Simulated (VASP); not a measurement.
# CdS (Fm-3m) in VASP: a series of runs

Runs on CdS. Level: r2SCAN. Tasks: electric field gradients.

Program: VASP 6.6.1. These are calculated values, not measurements. Logs are shortened: lines on timing, memory, paths and dates and some standing lists are left out, and cuts for length are marked.

## Step 1: The cell of the first run

Symmetry: Fm-3m, No. 225, cubic system. The conventional cell has a = 5.395 Å, b = 5.395 Å, c = 5.395 Å, α = 90.00°, β = 90.00°, γ = 90.00°. Within 3.6 Å of Cd (site symmetry m-3m) lie 6 S at 2.70 Å. S (site symmetry m-3m) has 6 Cd at 2.70 Å within 3.6 Å.

## Step 2: Electric field gradients, r2SCAN (19.63 Å³/atom)

POSCAR

```
CdS
1.0
    0.0000000000      2.6975176901      2.6975176901
    2.6975176901      0.0000000000      2.6975176901
    2.6975176901      2.6975176901      0.0000000000
Cd S
1 1
Direct
    0.0000000000      0.0000000000      0.0000000000
    0.5000000000      0.5000000000      0.5000000000
```

INCAR.step1

```
PREC     = Accurate       # precision mode
ENCUT    = 520            # plane-wave cutoff, eV
ISMEAR   = -1             # smearing method
SIGMA    = 0.02           # smearing width, eV
LREAL    = F              # projectors in reciprocal space
LASPH    = T              # aspherical terms in the spheres
NELM     = 60             # most SCF steps
NBANDS   = 16             # bands
GGA      = PE             # functional
ALGO     = Normal         # electronic algorithm
EDIFF    = 1E-4           # SCF threshold, eV
LWAVE    = T              # write WAVECAR
LCHARG   = F              # write CHGCAR
```

INCAR.step2

```
PREC     = Accurate       # precision mode
ENCUT    = 520            # plane-wave cutoff, eV
EDIFF    = 1E-8           # SCF threshold, eV
ISMEAR   = -1             # smearing method
SIGMA    = 0.02           # smearing width, eV
LREAL    = F              # projectors in reciprocal space
LASPH    = T              # aspherical terms in the spheres
NELM     = 60             # most SCF steps
ALGO     = Normal         # electronic algorithm
ISIF     = 2              # what is computed and relaxed
LWAVE    = F              # write WAVECAR
LCHARG   = F              # write CHGCAR
METAGGA  = R2SCAN         # meta-GGA
LMIXTAU  = T            
LEFG     = T            
NBANDS   = 16             # bands
ISTART   = 1
```

KPOINTS

```
Automatic mesh
0
Gamma
  9 9 9
```

Potentials or basis: VASP PAW PBE potentials, release 64 (Cd, S).

Launch:

```bash
cat potpaw_PBE.64/Cd/POTCAR potpaw_PBE.64/S/POTCAR > POTCAR
cp INCAR.step1 INCAR
mpirun -np 1 vasp_std > vasp.out
cp INCAR.step2 INCAR
mpirun -np 1 vasp_std > vasp.out
```

OUTCAR:

```text
PREC = Accurate
   ENCUT = 520
   EDIFF = 1E-8
   ISMEAR = -1
   LREAL = F
   LASPH = T
   NELM = 60
   ISIF = 2
   METAGGA = R2SCAN
   ISTART = 1

 ion  position               nearest neighbor table
   1  0.000  0.000  0.000-   2 2.70   2 2.70   2 2.70   2 2.70   2 2.70   2 2.70
   2  0.500  0.500  0.500-   1 2.70   1 2.70   1 2.70   1 2.70   1 2.70   1 2.70

  LATTYP: Found a face centered cubic cell.
 ALAT       =     5.3950353802

  Lattice vectors:

 A1 = (   0.0000000000,   2.6975176901,   2.6975176901)
 A2 = (   2.6975176901,   0.0000000000,   2.6975176901)
 A3 = (   2.6975176901,   2.6975176901,   0.0000000000)

Analysis of symmetry for initial positions (statically):
=====================================================================
 Subroutine PRICEL returns:
 Original cell was already a primitive cell.

 Routine SETGRP: Setting up the symmetry group for a
 face centered cubic supercell.

 Subroutine GETGRP returns: Found 48 space group operations
 (whereof 48 operations were pure point group operations)
 out of a pool of 48 trial point group operations.

The static configuration has the point symmetry O_h .

Analysis of symmetry for dynamics (positions and initial velocities):
=====================================================================
 Subroutine PRICEL returns:
 Original cell was already a primitive cell.

 Routine SETGRP: Setting up the symmetry group for a
 face centered cubic supercell.

 Subroutine GETGRP returns: Found 48 space group operations
 (whereof 48 operations were pure point group operations)
 out of a pool of 48 trial point group operations.

The dynamic configuration has the point symmetry O_h .

 Subroutine INISYM returns: Found 48 space group operations
 (whereof 48 operations are pure point group operations),
 and found     1 'primitive' translations

----------------------------------------------------------------------------------------

                                     Primitive cell

  volume of cell :      39.2575

  direct lattice vectors                    reciprocal lattice vectors
     0.000000000  2.697517690  2.697517690    -0.185355596  0.185355596  0.185355596
     2.697517690  0.000000000  2.697517690     0.185355596 -0.185355596  0.185355596
[... 126 lines left out ...]
  ext. energy  EPLUGINS =         0.00000000
  ---------------------------------------------------
  free energy    TOTEN  =       -29.50914171 eV

  energy without entropy =      -29.50914171  energy(sigma->0) =      -29.50914171

 E-fermi :   3.5918     XC(G=0): -11.1789

 val. band max:        3.0798043899   @ k =  -0.3333   0.1111   0.0000
 cond. band min:       3.9723241319   @ k =   0.4444   0.4444   0.0000
 fundamental gap:      0.8925197420
 Fermi energy:         3.5917835816

 k-point     1 :       0.0000    0.0000    0.0000
  band No.  band energies     occupation
      1     -10.5022      2.00000
      2      -4.8481      2.00000
      3      -4.8481      2.00000
      4      -4.8456      2.00000
      5      -4.8456      2.00000
      6      -4.8456      2.00000
[... 433 lines left out ...]
      3      -4.7308      2.00000
      4      -4.5586      2.00000
      5      -4.5586      2.00000
      6      -3.9591      2.00000
[... 8 lines left out ...]
     15      18.2136      0.00000
     16      18.8540      0.00000

 [... further k-points ...]

------------------------ aborting loop because EDIFF is reached ----------------------------------------

  FORCE on cell =-STRESS in cart. coord.  units (eV):
  Direction    XX          YY          ZZ          XY          YZ          ZX
  --------------------------------------------------------------------------------------
  -------------------------------------------------------------------------------------
  Total        0.8376714      0.8376714      0.8376714     -0.0000000      0.0000000      0.0000000
  in kB       34.1870318     34.1870318     34.1870318     -0.0000000      0.0000000      0.0000000
  external PRESSURE =      34.1870318 kB  Pullay stress =       0.0000000 kB

 VOLUME and BASIS-vectors are now :
 -----------------------------------------------------------------------------
  energy-cutoff  :      520.00
  volume of cell :       39.26
      direct lattice vectors                 reciprocal lattice vectors
     0.000000000  2.697517690  2.697517690    -0.185355596  0.185355596  0.185355596
     2.697517690  0.000000000  2.697517690     0.185355596 -0.185355596  0.185355596
     2.697517690  2.697517690  0.000000000     0.185355596  0.185355596 -0.185355596

 POSITION                                       TOTAL-FORCE (eV/Angst)
 -----------------------------------------------------------------------------------
      0.00000      0.00000      0.00000        -0.000000      0.000000     -0.000000
      2.69752      2.69752      2.69752         0.000000     -0.000000      0.000000
 -----------------------------------------------------------------------------------
    total drift:                                0.000000      0.000000      0.000000

  FREE ENERGIE OF THE ION-ELECTRON SYSTEM (eV)
  ---------------------------------------------------
  free  energy   TOTEN  =       -29.5091417074 eV

  energy  without entropy=      -29.5091417074  energy(sigma->0) =      -29.50914171

 Electric field gradients (V/A^2)
---------------------------------------------------------------------
 ion       V_xx      V_yy      V_zz      V_xy      V_xz      V_yz
---------------------------------------------------------------------
   1      -0.000    -0.000    -0.000    -0.002    -0.002    -0.002
   2      -0.000     0.000     0.000    -0.000    -0.000    -0.000
---------------------------------------------------------------------

 Electric field gradients after diagonalization (V/A^2)
 (convention: |V_zz| > |V_xx| > |V_yy|)
----------------------------------------------------------------------
 ion       V_xx      V_yy      V_zz     asymmetry (V_yy - V_xx)/ V_zz
----------------------------------------------------------------------
   1       0.002     0.002    -0.004       0.000
   2       0.000     0.000    -0.000       0.000
----------------------------------------------------------------------

           NMR quadrupolar parameters

 Cq : quadrupolar parameter    Cq=e*Q*V_zz/h
 eta: asymmetry parameters     (V_yy - V_xx)/ V_zz
 Q  : nuclear electric quadrupole moment in mb (millibarn)
----------------------------------------------------------------------
 ion       Cq(MHz)       eta       Q (mb)
----------------------------------------------------------------------
   1      -0.000       0.000       1.000
   2      -0.000       0.000       1.000
----------------------------------------------------------------------
```

OUTCAR.step1:

```text
PREC = Accurate
   ENCUT = 520
   ISMEAR = -1
   LREAL = F
   LASPH = T
   NELM = 60
[... 674 lines left out ...]
 -----------------------------------------------------------------------------------
      0.00000      0.00000      0.00000         0.000000     -0.000000      0.000000
      2.69752      2.69752      2.69752        -0.000000      0.000000     -0.000000
 -----------------------------------------------------------------------------------
    total drift:                                0.000000      0.000000      0.000000

  FREE ENERGIE OF THE ION-ELECTRON SYSTEM (eV)
  ---------------------------------------------------
  free  energy   TOTEN  =        -5.8406010770 eV

  energy  without entropy=       -5.8406004741  energy(sigma->0) =       -5.84060078
```

Run time: 2.2 min. Hardware: 1 thread of AMD EPYC 7R43 (Zen 3), shared host; peak memory 0.14 GiB.

What came out:

```yaml
Free_energy: -29.5091 eV
Pressure: 3.4 GPa
Band_gap_on_the_k_mesh: 0.89 eV (least direct gap 2.59 eV)
Largest_electric_field_gradient_by_atom: zero within the noise of the run
```

Levels at points of the mesh, in eV from the valence-band top:
```tsv
k point	band 5	band 6	band 7	band 8	band 9	band 10	band 11	band 12	band 13	band 14
(0.00, 0.00, 0.00)	-7.93	-7.93	-0.84	-0.84	-0.84	1.75	9.74	9.74	9.74	11.98
```

Caveat: the cell stands under pressure; the PAW data sets were made with another functional, which shifts forces and pressure a little; an odd mesh through Γ misses points on the zone boundary, where band edges can lie.

(Part 1 of 2 ends here.)
